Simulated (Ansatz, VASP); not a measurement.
Ca in VASP and in Ansatz

```xyz
1
Lattice="0.0000 2.7066 2.7066 2.7066 0.0000 2.7066 2.7066 2.7066 0.0000" Properties=species:S:1:pos:R:3 pbc="T T T"
Ca    0.0000    0.0000    0.0000
```

Alike in both runs: task single point; functional LDA; k mesh 17 × 17 × 17; occupations fermi-dirac, width 0.1 eV; no spin polarisation.

```csv
,VASP,Ansatz
version,VASP 6.6.1,Ansatz 0.2.0
potentials or method,"VASP PAW LDA potentials, release 64 (Ca_sv), cutoff 520 eV","plane waves (420 eV) with PAW, scalar-relativistic"
valence electrons in the cell,10,10
```

|  | VASP | Ansatz | Ansatz less VASP |
| --- | --- | --- | --- |
| pressure (GPa) | -0.7 | -0.7 | -0.01 |

Ansatz warns that its potentials were made for another functional, while VASP's fit it. LDA's correlation is that of Perdew and Zunger in VASP and of Perdew and Wang (1992) in Ansatz.
